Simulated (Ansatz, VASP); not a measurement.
## Cs in VASP and in Ansatz

```xyz
1
Lattice="-3.1285 3.1285 3.1285 3.1285 -3.1285 3.1285 3.1285 3.1285 -3.1285" Properties=species:S:1:pos:R:3 pbc="T T T"
Cs    0.0000    0.0000    0.0000
```

Alike in both runs: functional pbe exchange, lda correlation; k mesh 4 × 4 × 4; occupations fermi-dirac, width 0.15 eV; non-collinear spin, spin-orbit coupling.

|  | VASP | Ansatz |
| --- | --- | --- |
| version | VASP 6.6.1 | Ansatz 0.2.0 |
| potentials or method | VASP PAW PBE potentials, release 64 (Cs_sv), cutoff 500 eV | all-electron LAPW, relativistic spinors |
| task | single point | density of states |

```tsv
	VASP	Ansatz	Ansatz less VASP
pressure (GPa)	0.1	0.1	+0.01
net moment per atom (μB)	0.00	0.00	0.000
```

VASP's potentials were made for PBE, not for pbe exchange, lda correlation. Ansatz ran all-electron here, and VASP with PAW potentials.

Noted on Ansatz's run: the k mesh is thin for a metal, which can move the energy by tens of meV per atom.
